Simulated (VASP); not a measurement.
# Be2N (R-3m) in VASP: a series of runs, part 2 of 2

VASP 6.6.1.

**4. Single point, PBE**

This run uses another cell than the first one, of 7.41 Å³/atom, 0.994 times its volume.

The input, INCAR:

```
PREC = Accurate
ENCUT = 520
EDIFF = 1E-7
ISMEAR = 0
SIGMA = 0.1
LREAL = False
LASPH = True
NELM = 100
ALGO = Normal
ISIF = 2
LWAVE = False
LCHARG = True
GGA = PE
LELF = True
LVHAR = True
NBANDS = 12
```

The input, KPOINTS:

```
Automatic mesh
0
Gamma
  6 6 6
```

The input, POSCAR:

```
Be2N
1.0
    1.7141379975      0.9896580343      2.1834699672
   -1.7141379975      0.9896580343      2.1834699672
    0.0000000000     -1.9793160685      2.1834699672
Be N
2 1
Direct
    0.7539666677      0.7539666677      0.7539666677
    0.2460333323      0.2460333323      0.2460333323
    0.5000000000      0.5000000000      0.5000000000
```

Potentials or basis: VASP PAW PBE potentials, release 64 (Be, N).

Started as:

```sh
$ cat potpaw_PBE.64/Be/POTCAR potpaw_PBE.64/N/POTCAR > POTCAR
$ mpirun -np 1 vasp_std > vasp.out
```

OUTCAR:

```text
PREC = Accurate
   ENCUT = 520
   EDIFF = 1E-7
   ISMEAR = 0
   LREAL = False
   LASPH = True
   NELM = 100
   ISIF = 2
   GGA = PE

 ion  position               nearest neighbor table
   1  0.754  0.754  0.754-   3 1.66   3 2.05   3 2.05   3 2.05   2 2.24   2 2.24   2 2.24   2 2.29
                             2 2.29   2 2.29
   2  0.246  0.246  0.246-   3 1.66   3 2.05   3 2.05   3 2.05   1 2.24   1 2.24   1 2.24   1 2.29
                             1 2.29   1 2.29
   3  0.500  0.500  0.500-   1 1.66   2 1.66   2 2.05   1 2.05   2 2.05   2 2.05   1 2.05   1 2.05

  LATTYP: Found a trigonal (rhomboedric) cell.
 ALAT       =     2.9470719701
 COS(alpha) =     0.3233874076

  Lattice vectors:

 A1 = (   1.7141379975,   0.9896580343,   2.1834699672)
 A2 = (  -1.7141379975,   0.9896580343,   2.1834699672)
 A3 = (   0.0000000000,  -1.9793160685,   2.1834699672)

Analysis of symmetry for initial positions (statically):
=====================================================================
 Subroutine PRICEL returns:
 Original cell was already a primitive cell.

 Routine SETGRP: Setting up the symmetry group for a
 trigonal (rhombohedral) supercell.

 Subroutine GETGRP returns: Found 12 space group operations
 (whereof 12 operations were pure point group operations)
 out of a pool of 12 trial point group operations.

The static configuration has the point symmetry D_3d.

Analysis of symmetry for dynamics (positions and initial velocities):
=====================================================================
 Subroutine PRICEL returns:
 Original cell was already a primitive cell.

 Routine SETGRP: Setting up the symmetry group for a
 trigonal (rhombohedral) supercell.

 Subroutine GETGRP returns: Found 12 space group operations
 (whereof 12 operations were pure point group operations)
 out of a pool of 12 trial point group operations.

The dynamic configuration has the point symmetry D_3d.

 Subroutine INISYM returns: Found 12 space group operations
 (whereof 12 operations are pure point group operations),
 and found     1 'primitive' translations

[... 124 lines left out ...]
   IVDW    =     0    specifies the selected vdW correction
   LEPSILON=     F    determine dielectric tensor
   LRPA    =     F    only Hartree local field effects (RPA)
 non-spin polarized calculation
 Gauss-broadening in eV      SIGMA  =   0.10
  energy-cutoff  :      520.00
  volume of cell :       22.22
 maximum number of plane-waves:       614
 NGX is ok and might be reduce to    24
   NGX = 11   NGY = 11   NGZ = 11

 number of electron       8.9999999 magnetization

 Free energy of the ion-electron system (eV)
  ---------------------------------------------------
  ext. energy  EPLUGINS =         0.00000000
  ---------------------------------------------------
  free energy    TOTEN  =       -15.66233146 eV

  energy without entropy =      -15.65676479  energy(sigma->0) =      -15.65954812

 E-fermi :   8.8963     XC(G=0): -11.1733

 val. band max:        8.8782783991   @ k =   0.3333   0.1667   0.0000
 cond. band min:       8.9319931076   @ k =  -0.1667   0.1667   0.1667
 fundamental gap:      0.0537147085
 Fermi energy:         8.8962572582

 k-point     1 :       0.0000    0.0000    0.0000
  band No.  band energies     occupation
      1     -10.4697      2.00000
      2       4.0312      2.00000
      3       4.3281      2.00000
      4       4.3281      2.00000
      5       6.3743      2.00000
      6       9.7002      0.00000
      7       9.7002      0.00000
      8      16.7283      0.00000
      9      19.6656      0.00000
     10      20.0291      0.00000
     11      20.0291      0.00000
     12      23.9378      0.00000
[... 331 lines left out ...]
 k-point    24 :      -0.3333    0.5000    0.1667
  band No.  band energies     occupation
      1      -8.3131      2.00000
      2      -0.3515      2.00000
      3       0.1938      2.00000
      4       1.4405      2.00000
      5       8.3447      2.00000
      6      12.6310      0.00000
      7      14.6294      0.00000
      8      15.3136      0.00000
      9      18.3946      0.00000
     10      19.3811      0.00000
     11      20.9936      0.00000
     12      23.1165      0.00000

 [... further k-points ...]
[... 5 lines left out ...]
  --------------------------------------------------------------------------------------
  -------------------------------------------------------------------------------------
  Total        0.0182833      0.0182833      0.0970697      0.0000000      0.0000000      0.0000000
  in kB        1.3180623      1.3180623      6.9978541      0.0000000      0.0000000      0.0000000
  external PRESSURE =       3.2113262 kB  Pullay stress =       0.0000000 kB

 VOLUME and BASIS-vectors are now :
 -----------------------------------------------------------------------------
  energy-cutoff  :      520.00
  volume of cell :       22.22
      direct lattice vectors                 reciprocal lattice vectors
     1.714137997  0.989658034  2.183469967     0.291691801  0.168408340  0.152662202
    -1.714137997  0.989658034  2.183469967    -0.291691801  0.168408340  0.152662202
     0.000000000 -1.979316068  2.183469967     0.000000000 -0.336816680  0.152662202

 POSITION                                       TOTAL-FORCE (eV/Angst)
 -----------------------------------------------------------------------------------
      0.00000      0.00000      4.93879         0.000000      0.000000      0.022943
      0.00000      0.00000      1.61162         0.000000     -0.000000     -0.022943
      0.00000      0.00000      3.27520        -0.000000      0.000000     -0.000000
 -----------------------------------------------------------------------------------
    total drift:                                0.000000      0.000000     -0.000000

  FREE ENERGIE OF THE ION-ELECTRON SYSTEM (eV)
  ---------------------------------------------------
  free  energy   TOTEN  =       -15.6623314588 eV

  energy  without entropy=      -15.6567647904  energy(sigma->0) =      -15.65954812
```

It took 4.2 s on 1 thread of Intel Xeon 6975P-C (Granite Rapids), shared host; peak memory 0.12 GiB.

What came out:

| Quantity | Value |
| --- | --- |
| Free energy | -15.6623 eV |
| Pressure | 0.3 GPa |
| Largest force | 0.023 eV/Å |

Forces on the atoms (eV/Å):
```
Be   0.000  0.000  0.023
Be   0.000  0.000 -0.023
N    0.000  0.000  0.000
```

Stress tensor (GPa, compression positive):
```
0.13 0.00 0.00
0.00 0.13 0.00
0.00 0.00 0.70
```

Caveat: the k points lie up to 0.39 Å⁻¹ apart.

**5. Summary**

| task | cell | k mesh | cutoff (eV) | gap on the mesh (eV) | pressure (GPa) | largest force (eV/Å) |
| --- | --- | --- | --- | --- | --- | --- |
| single point | a = 2.956 Å, angles 71.0°, 3 atoms | 18 × 18 × 18 | 520 | none | 0.2 | 0.02 |
| relaxation of cell and atoms | relaxed from a = 2.947 Å, angles 71.1°, 3 atoms | 18 × 18 × 18 | 600 | none | 0.0 | - |
| single point | a = 2.947 Å, angles 71.1°, 3 atoms | 6 × 6 × 6 | 520 | none | 0.3 | 0.02 |

Alike in all rows: level PBE; potentials or basis VASP PAW PBE potentials, release 64 (Be, N); no spin polarisation; smearing gaussian 0.1 eV.

Caveats: some runs use coarse meshes.

Total energies depend on the potentials used, so only differences within one code and one set of settings carry meaning.
